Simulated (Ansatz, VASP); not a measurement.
# Rh in VASP and in Ansatz

```
Rh
1.0
     2.69174    0.00000    0.00000
    -1.34587    2.33112    0.00000
     0.00000    0.00000    8.79807
Rh
4
Direct
  0.66667 0.33333 0.75000
  0.00000 0.00000 0.50000
  0.33333 0.66667 0.25000
  0.00000 0.00000 0.00000
```

Alike in both runs: functional PBEsol; k mesh 11 × 11 × 3; occupations fermi-dirac, width 0.05 eV; non-collinear spin, spin-orbit coupling.

|  | VASP | Ansatz |
| --- | --- | --- |
| version | VASP 6.6.1 | Ansatz 0.2.0 |
| potentials or method | VASP PAW PBE potentials, release 64 (Rh_pv) | Ansatz PAW |
| plane-wave cutoff (eV) | 520 | 420 |
| valence electrons in the cell | 60 | 68 |
| task | single point | band structure |

```tsv
	VASP	Ansatz	Ansatz less VASP
pressure (GPa)	-5.3	-5.4	-0.07
traceless stress, the component that is largest in VASP (GPa)	-1.12	-1.12	-0.006
```

VASP's potentials were made for PBE, not for PBEsol. VASP's potentials hold 60 valence electrons a cell and Ansatz's 68, so a difference there can come from the potentials and not from the codes.
